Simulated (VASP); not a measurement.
## Sc: single point with r2SCAN

The system is Sc.

```
Sc
1.0
     0.00000    2.27050    2.33861
     2.27050    0.00000    2.33861
     2.27050    2.27050    0.00000
Sc
1
Cartesian
  0.0000 0.0000 0.0000
```

This cell differs from its parent crystal: strain +0.000 along x and y, +0.030 along z.

```json
{
  "Program": "VASP 6.6.1",
  "Task": "single point",
  "Functional": "r2SCAN",
  "Potentials or basis": "VASP PAW PBE potentials, release 64 (Sc_sv)",
  "Cutoff": "520 eV",
  "k mesh": "18 × 18 × 18",
  "Occupations": "gaussian, width 0.15 eV",
  "Spin": "no spin polarisation"
}
```

```json
{
  "Pressure": "2.5 GPa",
  "Band gap on the k mesh": "zero (an odd number of electrons rules out a gap without spin polarisation)"
}
```

Stress tensor (GPa, compression positive):
```
2.61 0.00 0.00
0.00 2.61 0.00
0.00 0.00 2.15
```

Levels at points of the mesh, in eV from the Fermi level:
```tsv
k point	band 3	band 4	band 5	band 6	band 7	band 8
(0.00, 0.00, 0.00)	-28.91	-28.91	-5.61	1.71	1.90	1.90
(0.50, 0.00, 0.00)	-28.97	-28.96	-1.86	0.09	1.60	1.81
(0.50, 0.50, 0.00)	-29.06	-29.06	-1.65	-0.55	1.64	4.27
(0.50, 0.00, 0.50)	-29.09	-29.06	-1.62	-0.64	2.11	4.26
```

Wall time 6.1 min on 1 thread of Intel Xeon 8259CL (shared host), peak memory 0.25 GiB.

Caveat: the cell differs from its parent crystal (strain +0.000 along x and y, +0.030 along z); the PAW data sets were made with another functional, which shifts forces and pressure a little.
